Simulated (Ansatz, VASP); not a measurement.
## Two plane-wave programs on Sb2S

```
Sb S
1.0
     3.32317    0.00000    0.00000
    -1.66158    2.87795    0.00000
     0.00000    0.00000    8.27097
Sb S
2 1
Cartesian
  0.0000 0.0000 1.6156
  0.0000 0.0000 6.6554
  0.0000 0.0000 4.1355
```

Alike in both runs: functional PBE; k mesh 18 × 18 × 6; occupations gaussian, width 0.1 eV; no spin polarisation.

Ansatz relaxed the structure, and its values are those at the end. VASP's run is a single point on that final structure, the one shown.

|  | VASP | Ansatz |
| --- | --- | --- |
| version | VASP 6.6.1 | Ansatz 0.2.0 |
| potentials or method | VASP PAW PBE potentials, release 64 (Sb, S), cutoff 520 eV | scalar-relativistic, plane waves, PAW |
| valence electrons in the cell | 16 | 36 |

|  | VASP | Ansatz | Ansatz less VASP |
| --- | --- | --- | --- |
| gap on the k mesh at the Fermi level (eV) | none | none | - |
| pressure (GPa) | -0.1 | 0.0 | +0.08 |

A gap of «none» marks a metal or a gap that the smearing closes. VASP's potentials hold 16 valence electrons a cell and Ansatz's 36, so a difference there can come from the potentials and not from the codes.

Spin-orbit coupling is off throughout.
